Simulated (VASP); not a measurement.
GaSb, 2 atoms in the cell. The structure is cubic, space group F-43m (No. 216). The conventional cell has a = 6.111 Å, b = 6.111 Å, c = 6.111 Å, α = 90.00°, β = 90.00°, γ = 90.00°. Within 3.5 Å of Ga (site symmetry -43m) lie 4 Sb at 2.65 Å. Within 3.5 Å of Sb (site symmetry -43m) lie 4 Ga at 2.65 Å. 

```yaml
Program: VASP 6.6.1
Task: single point
Functional: PBEsol
Potentials_or_basis: VASP PAW PBE potentials, release 64 (Ga_d, Sb)
Cutoff: 520 eV
k_mesh: 12 × 12 × 12
Occupations: gaussian, width 0.1 eV
Spin: no spin polarisation
Dipole_correction: no
Further_INCAR_settings: ALGO = Normal; EDIFF = 1e-07; NBANDS = 16
```

Potentials or basis: VASP PAW PBE potentials, release 64 (Ga_d, Sb).

Launch:

```sh
$ cat potpaw_PBE.64/Ga_d/POTCAR potpaw_PBE.64/Sb/POTCAR > POTCAR
$ mpirun -np 1 vasp_std > vasp.out
```

Hardware: 1 thread of AMD EPYC 9R45 96-Core Processor (Zen 5), on a shared host.

Estimate the wall time of this run.

Run time: 26 s on 1 thread of AMD EPYC 9R45 96-Core Processor (Zen 5), on a shared host, peak memory 0.19 GiB. Counts: scf iterations 12, k points 72.
